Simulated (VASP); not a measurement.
# CoGeF4 (F-43m) in VASP: notebook

CoGeF4 is run at these levels: PBE; tasks: single point.

All numbers are computed with VASP 6.6.1; they aren't measurements. Logs are shortened: lines on timing, memory, paths and dates and some standing lists are left out, and cuts for length are marked.

## 1. The cell of the first run

Symmetry: F-43m, No. 216, cubic system. Conventional cell: a = 6.425 Å, b = 6.425 Å, c = 6.425 Å, α = 90.00°, β = 90.00°, γ = 90.00°. Within 3.5 Å of Co (site symmetry -43m) lie 12 F at 2.66 Å and 4 Ge at 2.78 Å. Within 3.5 Å of Ge (site symmetry -43m) lie 12 F at 2.66 Å and 4 Co at 2.78 Å. F (site symmetry 3m) has 6 F at 2.27 Å and 3 Ge at 2.66 Å and 3 Co at 2.66 Å within 3.0 Å.

## 2. Single point, PBE, collinear spin, ferromagnetic start

The input, INCAR:

```
SYSTEM = CoGeF4
PREC = Accurate
ENCUT = 520
EDIFF = 1E-7
ISMEAR = 0
SIGMA = 0.1
LREAL = .False.
LASPH = .True.
NELM = 150
ALGO = Normal
ISIF = 2
LWAVE = .False.
LCHARG = .False.
ISPIN = 2
MAGMOM = 3 0 0 0 0 0
LORBIT = 11
LMAXMIX = 4
GGA = PE
NBANDS = 38
```

The input, KPOINTS:

```
regular mesh
0
Gamma
  6 6 6
  0 0 0
```

The input, POSCAR:

```
CoGeF4
1.0
    0.0000000000      3.2125461875      3.2125461875
    3.2125461875      0.0000000000      3.2125461875
    3.2125461875      3.2125461875      0.0000000000
Co Ge F
1 1 4
Direct
    0.0000000000      0.0000000000      0.0000000000
    0.7500000000      0.7500000000      0.7500000000
    0.3750000000      0.8750000000      0.3750000000
    0.3750000000      0.3750000000      0.8750000000
    0.3750000000      0.3750000000      0.3750000000
    0.8750000000      0.3750000000      0.3750000000
```

Potentials or basis: VASP PAW PBE potentials, release 64 (Co, Ge_d, F).

The run is started by

```console
cat potpaw_PBE.64/Co/POTCAR potpaw_PBE.64/Ge_d/POTCAR potpaw_PBE.64/F/POTCAR > POTCAR
mpirun -np 1 vasp_std > vasp.out
```

OUTCAR:

```text
SYSTEM = CoGeF4
   PREC = Accurate
   ENCUT = 520
   EDIFF = 1E-7
   ISMEAR = 0
   LREAL = .False.
   LASPH = .True.
   NELM = 150
   ISIF = 2
   ISPIN = 2
   LORBIT = 11
   GGA = PE

 ion  position               nearest neighbor table
   1  0.000  0.000  0.000-   2 2.78   2 2.78   2 2.78   2 2.78
   2  0.750  0.750  0.750-   1 2.78   1 2.78   1 2.78   1 2.78
   3  0.375  0.875  0.375-
   4  0.375  0.375  0.875-
   5  0.375  0.375  0.375-
   6  0.875  0.375  0.375-

  LATTYP: Found a face centered cubic cell.
 ALAT       =     6.4250923750

  Lattice vectors:

 A1 = (   0.0000000000,   3.2125461875,   3.2125461875)
 A2 = (   3.2125461875,   0.0000000000,   3.2125461875)
 A3 = (   3.2125461875,   3.2125461875,   0.0000000000)

Analysis of symmetry for initial positions (statically):
=====================================================================
 Subroutine PRICEL returns:
 Original cell was already a primitive cell.

 Routine SETGRP: Setting up the symmetry group for a
 face centered cubic supercell.

 Subroutine GETGRP returns: Found 24 space group operations
 (whereof 24 operations were pure point group operations)
 out of a pool of 48 trial point group operations.

The static configuration has the point symmetry T_d .

Analysis of symmetry for dynamics (positions and initial velocities):
=====================================================================
 Subroutine PRICEL returns:
 Original cell was already a primitive cell.

 Routine SETGRP: Setting up the symmetry group for a
 face centered cubic supercell.

 Subroutine GETGRP returns: Found 24 space group operations
 (whereof 24 operations were pure point group operations)
 out of a pool of 48 trial point group operations.

The dynamic configuration has the point symmetry T_d .

Analysis of structural, dynamic, and magnetic symmetry:
=====================================================================
 Subroutine PRICEL returns:
 Original cell was already a primitive cell.

 Routine SETGRP: Setting up the symmetry group for a
 face centered cubic supercell.

 Subroutine GETGRP returns: Found 24 space group operations
 (whereof 24 operations were pure point group operations)
 out of a pool of 48 trial point group operations.

The overall configuration has the point symmetry T_d .

 Subroutine INISYM returns: Found 24 space group operations
 (whereof 24 operations are pure point group operations),
 and found     1 'primitive' translations

----------------------------------------------------------------------------------------

                                     Primitive cell

  volume of cell :      66.3099

  direct lattice vectors                    reciprocal lattice vectors
     0.000000000  3.212546188  3.212546188    -0.155639786  0.155639786  0.155639786
     3.212546188  0.000000000  3.212546188     0.155639786 -0.155639786  0.155639786
     3.212546188  3.212546188  0.000000000     0.155639786  0.155639786 -0.155639786

  length of vectors
     4.543226388  4.543226388  4.543226388     0.269576016  0.269576016  0.269576016

  position of ions in fractional coordinates (direct lattice)
     0.000000000  0.000000000  0.000000000
     0.750000000  0.750000000  0.750000000
     0.375000000  0.875000000  0.375000000
     0.375000000  0.375000000  0.875000000
     0.375000000  0.375000000  0.375000000
     0.875000000  0.375000000  0.375000000

  ion indices of the primitive-cell ions
   primitive index   ion index
                 1           1
                 2           2
                 3           3
                 4           4
                 5           5
                 6           6

----------------------------------------------------------------------------------------

 KPOINTS: regular mesh

Automatic generation of k-mesh.
 Grid dimensions read from file:
 generate k-points for:    6    6    6

 Generating k-lattice:

  Cartesian coordinates                     Fractional coordinates (reciprocal lattice)
    -0.025939964  0.025939964  0.025939964     0.166666667  0.000000000  0.000000000
     0.025939964 -0.025939964  0.025939964     0.000000000  0.166666667  0.000000000
     0.025939964  0.025939964 -0.025939964     0.000000000  0.000000000  0.166666667

  Length of vectors
     0.044929336  0.044929336  0.044929336

  Shift w.r.t. Gamma in fractional coordinates (k-lattice)
     0.000000000  0.000000000  0.000000000

 Subroutine IBZKPT returns following result:
 ===========================================

 Found     16 irreducible k-points:

 Following reciprocal coordinates:
            Coordinates               Weight
  0.000000  0.000000  0.000000      1.000000
  0.166667  0.000000  0.000000      8.000000
  0.333333  0.000000  0.000000      8.000000
  0.500000  0.000000  0.000000      4.000000
  0.166667  0.166667  0.000000      6.000000
  0.333333  0.166667  0.000000     24.000000
[... 8 lines left out ...]
 -0.333333  0.333333  0.166667     24.000000
 -0.333333  0.500000  0.166667     12.000000
   k-points           NKPTS =     16   k-points in BZ     NKDIM =     16   number of bands    NBANDS=     38
   number of dos      NEDOS =    301   number of ions     NIONS =      6
   total plane-waves  NPLWV =  46656
   dimension x,y,z NGX =    36 NGY =   36 NGZ =   36
   dimension x,y,z NGXF=    72 NGYF=   72 NGZF=   72
   ions per type =               1   1   4
   NGX,Y,Z   is equivalent  to a cutoff of  13.17, 13.17, 13.17 a.u.
   NGXF,Y,Z  is equivalent  to a cutoff of  26.35, 26.35, 26.35 a.u.
 SYSTEM =  CoGeF4
   PREC   = accura    normal or accurate (medium, high low for compatibility)
   ISTART =      0    job   : 0-new  1-cont  2-samecut
   ICHARG =      2    charge: 1-file 2-atom 10-const
   ISPIN  =      2    spin polarized calculation?
   LNONCOLLINEAR =      F non collinear calculations
   LSORBIT =      F    spin-orbit coupling
   LASPH  =      T    aspherical Exc in radial PAW
   ENCUT  =  520.0 eV  38.22 Ry    6.18 a.u.   8.45  8.45  8.45*2*pi/ulx,y,z
   NELM   =    150;   NELMIN=  2; NELMDL= -5     # of ELM steps
   EDIFF  = 0.1E-06   stopping-criterion for ELM
   LREAL  =      F    real-space projection
   EDIFFG = 0.1E-05   stopping-criterion for IOM
   NSW    =      0    number of steps for IOM
   IBRION =     -1    ionic relax: 0-MD 1-quasi-New 2-CG
   NFREE  =      0    steps in history (QN), initial steepest desc. (CG)
   ISIF   =      2    stress and relaxation
   ISYM   =      2    0-nonsym 1-usesym 2-fastsym
   POTIM  = 0.5000    time-step for ionic-motion
   TEBEG  =    0.0;   TEEND  =   0.0 temperature during run
   PSTRESS=    0.0 pullay stress
   NELECT =      51.0000    total number of electrons
   NUPDOWN=      -1.0000    fix difference up-down
   EMIN   =  10.00;   EMAX   =-10.00  energy-range for DOS
   EFERMI =   0.00;   METHOD = LEGACY
   ISMEAR =     0;   SIGMA  =   0.10  broadening in eV -4-tet -1-fermi 0-gaus
   EFERMI_NEDOS =   21; number of points for ismear=-14 and -15
   IALGO  =     38    algorithm
   IMIX   =      4    mixing-type and parameters
     AMIX     =   0.40;   BMIX     =  1.00
     AMIX_MAG =   1.60;   BMIX_MAG =  1.00
  volume/ion in A,a.u.               =      11.05        74.58
  Fermi-wavevector in a.u.,A,eV,Ry     =   1.499934  2.834464 30.610419  2.249802
  Thomas-Fermi vector in A             =   2.611500
   LORBIT       =     11    0 simple, 1 ext, 2 COOP (PROOUT), +10 PAW based schemes
   GGA     = PE    functional components
   LHFCALC =     F    Hartree Fock is set to
   AEXX    =    0.0000 exact exchange contribution
   IVDW    =     0    specifies the selected vdW correction
   LEPSILON=     F    determine dielectric tensor
   LRPA    =     F    only Hartree local field effects (RPA)
 spin polarized calculation
 Gauss-broadening in eV      SIGMA  =   0.10
  energy-cutoff  :      520.00
  volume of cell :       66.31
 maximum number of plane-waves:      1820
 NGX is ok and might be reduce to    36
   NGX = 17   NGY = 17   NGZ = 17

 number of electron      51.0000002 magnetization       2.9999682

 Free energy of the ion-electron system (eV)
  ---------------------------------------------------
  ext. energy  EPLUGINS =         0.00000000
  ---------------------------------------------------
  free energy    TOTEN  =       -20.86361103 eV

  energy without entropy =      -20.82861623  energy(sigma->0) =      -20.84611363

 E-fermi :   3.4898     XC(G=0): -11.3092

 val. band max:        3.4888715932   @ k =  -0.3333   0.3333   0.0000
 cond. band min:       3.5027087487   @ k =   0.3333   0.1667   0.0000
 fundamental gap:      0.0138371556
 Fermi energy:         3.4898472361

 spin component 1

 k-point     1 :       0.0000    0.0000    0.0000
  band No.  band energies     occupation
      1     -21.5164      1.00000
      2     -21.5164      1.00000
      3     -21.5164      1.00000
      4     -21.5062      1.00000
      5     -21.5062      1.00000
      6     -19.4458      1.00000
[... 29 lines left out ...]
     36      19.0233      0.00000
     37      20.1861      0.00000

 k-point     2 :       0.1667    0.0000    0.0000
  band No.  band energies     occupation
      1     -21.5167      1.00000
      2     -21.5160      1.00000
      3     -21.5160      1.00000
      4     -21.5066      1.00000
      5     -21.5066      1.00000
      6     -19.3555      1.00000
[... 29 lines left out ...]
     36      18.4194      0.00000
     37      20.7634      0.00000
[... 518 lines left out ...]
     36      18.5667      0.00000
     37      19.4405      0.00000

 k-point    16 :      -0.3333    0.5000    0.1667
  band No.  band energies     occupation
      1     -21.5188      1.00000
      2     -21.5139      1.00000
      3     -21.5136      1.00000
      4     -21.5123      1.00000
      5     -21.5065      1.00000
      6     -18.5172      1.00000
[... 29 lines left out ...]
     36      18.5607      0.00000
     37      19.2207      0.00000
 Fermi energy:         3.4898472361

 spin component 2

 k-point     1 :       0.0000    0.0000    0.0000
  band No.  band energies     occupation
      1     -21.5287      1.00000
      2     -21.5287      1.00000
      3     -21.5287      1.00000
      4     -21.5166      1.00000
      5     -21.5166      1.00000
      6     -19.0585      1.00000
[... 29 lines left out ...]
     36      19.1851      0.00000
     37      20.2630      0.00000

 k-point     2 :       0.1667    0.0000    0.0000
  band No.  band energies     occupation
      1     -21.5290      1.00000
      2     -21.5283      1.00000
      3     -21.5283      1.00000
      4     -21.5170      1.00000
      5     -21.5170      1.00000
      6     -18.9660      1.00000
[... 29 lines left out ...]
     36      18.5749      0.00000
     37      20.8621      0.00000
[... 518 lines left out ...]
     36      18.5798      0.00000
     37      19.6354      0.00000

 k-point    16 :      -0.3333    0.5000    0.1667
  band No.  band energies     occupation
      1     -21.5307      1.00000
      2     -21.5264      1.00000
      3     -21.5257      1.00000
      4     -21.5223      1.00000
      5     -21.5168      1.00000
      6     -18.1079      1.00000
[... 29 lines left out ...]
     36      18.7411      0.00000
     37      19.1703      0.00000
 [bands above 37 left out]

------------------------ aborting loop because EDIFF is reached ----------------------------------------

  FORCE on cell =-STRESS in cart. coord.  units (eV):
  Direction    XX          YY          ZZ          XY          YZ          ZX
  --------------------------------------------------------------------------------------
  -------------------------------------------------------------------------------------
  Total        1.4429158      1.4429158      1.4429158      0.0000000      0.0000000     -0.0000000
  in kB       34.8636973     34.8636973     34.8636973      0.0000000      0.0000000     -0.0000000
  external PRESSURE =      34.8636973 kB  Pullay stress =       0.0000000 kB

 VOLUME and BASIS-vectors are now :
 -----------------------------------------------------------------------------
  energy-cutoff  :      520.00
  volume of cell :       66.31
      direct lattice vectors                 reciprocal lattice vectors
     0.000000000  3.212546188  3.212546188    -0.155639786  0.155639786  0.155639786
     3.212546188  0.000000000  3.212546188     0.155639786 -0.155639786  0.155639786
     3.212546188  3.212546188  0.000000000     0.155639786  0.155639786 -0.155639786

 POSITION                                       TOTAL-FORCE (eV/Angst)
 -----------------------------------------------------------------------------------
      0.00000      0.00000      0.00000         0.000000      0.000000      0.000000
      4.81882      4.81882      4.81882        -0.000000     -0.000000      0.000000
      4.01568      2.40941      4.01568         0.064219     -0.064219      0.064219
      4.01568      4.01568      2.40941         0.064219      0.064219     -0.064219
      2.40941      2.40941      2.40941        -0.064219     -0.064219     -0.064219
      2.40941      4.01568      4.01568        -0.064219      0.064219      0.064219
 -----------------------------------------------------------------------------------
    total drift:                               -0.000000     -0.000000      0.000001

  FREE ENERGIE OF THE ION-ELECTRON SYSTEM (eV)
  ---------------------------------------------------
  free  energy   TOTEN  =       -20.8636110291 eV

  energy  without entropy=      -20.8286162304  energy(sigma->0) =      -20.84611363

 total charge

# of ion       s       p       d       tot
------------------------------------------
    1        0.172   0.138   7.183   7.493
    2        1.371   0.479  10.015  11.864
    3        1.760   4.226   0.000   5.986
    4        1.760   4.226   0.000   5.986
    5        1.760   4.226   0.000   5.986
    6        1.760   4.226   0.000   5.986
--------------------------------------------------
tot          8.583  17.521  17.197  43.302

 magnetization (x)

# of ion       s       p       d       tot
------------------------------------------
    1       -0.002  -0.003   2.152   2.147
    2        0.009  -0.071  -0.005  -0.066
    3        0.001   0.225   0.000   0.226
    4        0.001   0.225   0.000   0.226
    5        0.001   0.225   0.000   0.226
    6        0.001   0.225   0.000   0.226
--------------------------------------------------
tot          0.010   0.825   2.148   2.983
```

Wall time 3.5 min (1 thread of Intel Xeon Platinum 8259CL at 2.50GHz (Skylake/Cascade Lake), shared host); peak memory 0.27 GiB.

Results:

```yaml
Free_energy: -20.8636 eV
Pressure: 3.5 GPa
Band_gap_on_the_k_mesh: zero (filled and empty bands overlap)
Net_moment: 3.00 μB per cell
Site_moments: Co +2.15; Ge -0.07; F +0.23 μB
Valence_electrons_inside_the_program's_atomic_spheres: Co 7.49; Ge 11.86; F 5.99
```

Caveat: the cell stands under pressure; a cell with one magnetic atom can't hold antiferromagnetic order, which such compounds often take; semilocal functionals often make such compounds metallic where correlation or magnetic order opens a gap, which also shifts bond lengths.

## 3. Single point, PBE, collinear spin, ferromagnetic start

This run uses another cell than the first one, of 11.51 Å³/atom.

The input, INCAR:

```
SYSTEM = CoGeF4
ALGO = Normal ; EDIFF = 1E-7
ENCUT = 520 ; GGA = PE
ISIF = 2 ; ISMEAR = 0
ISPIN = 2 ; LASPH = .TRUE.
LCHARG = .FALSE. ; LMAXMIX = 4
LORBIT = 11 ; LREAL = .FALSE.
LWAVE = .FALSE. ; MAGMOM = 2.39 0 0.26 0.26 0.26 0.26
NBANDS = 38 ; NELM = 150
PREC = Accurate ; SIGMA = 0.1
```

The input, KPOINTS:

```
k-points
0
G
  10 10 10
  0 0 0
```

The input, POSCAR:

```
CoGeF4
1.0
    0.0000000000      3.2568219059      3.2568219059
    3.2568219059      0.0000000000      3.2568219059
    3.2568219059      3.2568219059      0.0000000000
Co Ge F
1 1 4
Direct
    0.0000000000      0.0000000000      0.0000000000
    0.7500000000      0.7500000000      0.7500000000
    0.3746190510      0.8761428471      0.3746190510
    0.3746190510      0.3746190510      0.8761428471
    0.3746190510      0.3746190510      0.3746190510
    0.8761428471      0.3746190510      0.3746190510
```

Potentials or basis: VASP PAW PBE potentials, release 64 (Co, Ge_d, F).

The run is started by

```console
cat potpaw_PBE.64/Co/POTCAR potpaw_PBE.64/Ge_d/POTCAR potpaw_PBE.64/F/POTCAR > POTCAR
mpirun -np 1 vasp_std > vasp.out
```

Run time: 8.6 min. Hardware: 1 thread of Intel Xeon Platinum 8259CL at 2.50GHz (Skylake/Cascade Lake), shared host; peak memory 0.37 GiB.

It converged, with:

| Item | Value |
| --- | --- |
| Free energy | -20.8072 eV |
| Pressure | -0.5 GPa |
| Largest force | 0.014 eV/Å |
| Net moment | 2.22 μB per cell |
| Site moments | Co +2.21; Ge -0.05; F +0.02 μB |
| Valence electrons inside the program's atomic spheres | Co 7.46; Ge 11.84; F 5.98 |

Forces in eV/Å, atoms in the order of the input:
```
Co   0.000  0.000  0.000
Ge   0.000  0.000  0.000
F   -0.008  0.008 -0.008
F   -0.008 -0.008  0.008
F    0.008  0.008  0.008
F    0.008 -0.008 -0.008
```

Levels at points of the mesh, in eV from the Fermi level:
Spin up:
```tsv
k point	band 23	band 24	band 25	band 26	band 27	band 28	band 29	band 30	band 31	band 32
(0.00, 0.00, 0.00)	-0.93	-0.93	0.10	0.10	0.10	2.75	2.75	2.75	4.22	9.74
(0.50, 0.00, 0.00)	-1.39	-1.26	-0.91	0.02	0.02	0.68	3.64	3.64	5.62	9.95
(0.50, 0.50, 0.00)	-1.67	-1.55	-1.39	-0.12	-0.12	1.69	3.43	3.43	6.64	8.90
```
Spin down:
```csv
k point,band 22,band 23,band 24,band 25,band 26,band 27,band 28,band 29
"(0.00, 0.00, 0.00)",-0.63,0.12,0.12,0.12,1.05,1.05,2.89,2.89
"(0.50, 0.00, 0.00)",-0.31,-0.07,-0.02,-0.02,0.78,0.91,0.91,3.70
"(0.50, 0.50, 0.00)",-0.59,-0.13,-0.11,-0.11,0.48,1.03,1.97,3.49
```

Caveat: a cell with one magnetic atom can't hold antiferromagnetic order, which such compounds often take; semilocal functionals often make such compounds metallic where correlation or magnetic order opens a gap, which also shifts bond lengths.
